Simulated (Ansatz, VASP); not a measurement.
# One calculation of HfN, two programs

Contents of INCAR:

```
ALGO = Normal
EDIFF = 1E-6
ENCUT = 520
GGA = PS
ISIF = 2
ISMEAR = 0
LASPH = T
LCHARG = F
LREAL = F
LWAVE = F
NBANDS = 23
NELM = 100
PREC = Accurate
SIGMA = 0.15
```

KPOINTS

```
k-points
0
Gamma
  18 18 10
```

The input POSCAR:

```
HfN
1.0
    3.0338760871      0.0000000000      0.0000000000
   -1.5169380436      2.6274137633      0.0000000000
    0.0000000000      0.0000000000      5.4717999706
Hf N
2 2
Direct
    0.6666666667      0.3333333333      0.7500000000
    0.3333333333      0.6666666667      0.2500000000
    0.0000000000      0.0000000000      0.0000000000
    0.0000000000      0.0000000000      0.5000000000
```

Input for Ansatz:

```yaml
crystal:
  lattice:
    - [3.0338760871, 0.0, 0.0]
    - [-1.5169380436, 2.6274137633, 0.0]
    - [0.0, 0.0, 5.4717999706]
  atoms:
    - { symbol: Hf, position: [0.6666666667, 0.3333333333, 0.75] }
    - { symbol: Hf, position: [0.3333333333, 0.6666666667, 0.25] }
    - { symbol: "N", position: [0.0, 0.0, 0.0] }
    - { symbol: "N", position: [0.0, 0.0, 0.5] }
basis:
  ecutwfc: 420
kpoints:
  mp_grid: { grid: [18, 18, 10] }
hamiltonian:
  xc: pbesol
scf:
  occupations: { method: gaussian, width: 0.15 }
output:
  forces: true
  stress: true
  eigenvalues: true
```

Change from the starting cell: strain -0.030 along x and y, +0.015 along z, atoms carried along.

Alike in both runs: task single point; functional PBEsol; k mesh 18 × 18 × 10; occupations gaussian, width 0.15 eV; no spin polarisation.

|  | VASP | Ansatz |
| --- | --- | --- |
| version | VASP 6.6.1 | Ansatz 0.2.0 |
| potentials or method | VASP PAW PBE potentials, release 64 (Hf_pv, N), cutoff 520 eV | scalar-relativistic, plane waves, PAW |
| valence electrons in the cell | 30 | 62 |

```csv
,VASP,Ansatz,Ansatz less VASP
gap on the k mesh at the Fermi level (eV),none,none,-
pressure (GPa),11.9,14.0,+2.11
"traceless stress, the component that is largest in VASP (GPa)",-13.39,-13.36,+0.029
```

VASP's potentials were made for PBE, not for PBEsol. A gap of «none» marks a metal or a gap that the smearing closes. VASP's potentials hold 30 valence electrons a cell and Ansatz's 62, so a difference there can come from the potentials and not from the codes.

Neither program's run includes spin-orbit coupling.
